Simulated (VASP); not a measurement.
NaCl: single point with revPBE+D4

The system is NaCl.

```
Cl Na
1.0
     3.50960    0.00000    0.00000
     0.00000    3.50960    0.00000
     0.00000    0.00000    3.50960
Cl Na
1 1
Cartesian
  1.7548 1.7548 1.7548
  0.0000 0.0000 0.0000
```

```yaml
Program: VASP 6.6.1
Task: single point
Functional: revPBE
Dispersion: D4
Potentials_or_basis: VASP PAW PBE potentials, release 64 (Cl, Na_pv)
Cutoff: 520 eV
k_mesh: 8 × 8 × 8
Occupations: fermi-dirac, width 0.05 eV
Spin: no spin polarisation
Dipole_correction: no
Further_INCAR_settings: ALGO = Normal; EDIFF = 1e-06; NBANDS = 14
```

```json
{"Pressure": "0.0 GPa", "Band gap on the k mesh": "4.22 eV (least direct gap 4.70 eV)", "Dispersion energy per atom": "-0.182 eV"}
```

Levels at points of the mesh, in eV from the valence-band top:
```tsv
k point	band 3	band 4	band 5	band 6	band 7	band 8	band 9	band 10	band 11	band 12
(0.00, 0.00, 0.00)	-22.11	-13.34	-0.48	-0.48	-0.48	4.22	8.74	8.74	15.89	15.90
(0.50, 0.00, 0.00)	-22.11	-13.00	-2.85	-0.25	-0.25	7.13	8.77	10.59	11.96	11.96
(0.50, 0.50, 0.00)	-22.11	-12.74	-2.20	-2.20	0.00	5.78	10.01	11.25	11.25	12.69
(0.50, 0.50, 0.50)	-22.14	-12.47	-1.80	-1.80	-1.80	7.33	7.33	7.33	11.90	16.03
```

Wall time 7.4 s on 1 thread of Intel(R) Xeon(R) 6975P-C (Granite Rapids) (shared host), peak memory 0.15 GiB.

Caveat: the PAW data sets were made with another functional, which shifts forces and pressure a little. A k mesh can miss the band edges.
